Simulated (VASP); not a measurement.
Here is a VASP 6.6.1 calculation.

The input POSCAR:

```
CaO
1.0
    0.0000000000      2.7110010085      2.7110010085
    2.7110010085      0.0000000000      2.7110010085
    2.7110010085      2.7110010085      0.0000000000
Ca O
1 1
Direct
    0.0000000000      0.0000000000      0.0000000000
    0.2500000000      0.2500000000      0.2500000000
```

INCAR.step1

```
  PREC = Accurate
  ENCUT = 520
  ISMEAR = 0
  SIGMA = 0.01
  LREAL = F
  LASPH = T
  NELM = 100
  NBANDS = 15
  GGA = PE
  ALGO = Normal
  EDIFF = 1E-4
  LWAVE = T
  LCHARG = F
```

The input INCAR.step2:

```
  PREC = Accurate
  ENCUT = 520
  EDIFF = 1E-7
  ISMEAR = 0
  SIGMA = 0.01
  LREAL = F
  LASPH = T
  NELM = 100
  ALGO = Normal
  ISIF = 2
  LWAVE = F
  LCHARG = F
  METAGGA = R2SCAN
  LMIXTAU = T
  NBANDS = 15
  ISTART = 1
```

KPOINTS

```
Automatic mesh
0
Gamma
  8 8 8
```

Potentials or basis: VASP PAW PBE potentials, release 64 (Ca_sv, O).

The run is started by

```console
$ cat potpaw_PBE.64/Ca_sv/POTCAR potpaw_PBE.64/O/POTCAR > POTCAR
$ cp INCAR.step1 INCAR
$ mpirun -np 1 vasp_std > vasp.out
$ cp INCAR.step2 INCAR
$ mpirun -np 1 vasp_std > vasp.out
```

(1) Estimate the pressure.

(2) Predict the band gap on the k mesh.

Results:

(1) -7.1 GPa.

(2) 3.33 eV (least direct gap 3.77 eV).

Caveat: the cell differs from its parent crystal (strain +4.0%); the cell stands under tension; the PAW data sets were made with another functional, which shifts forces and pressure a little.
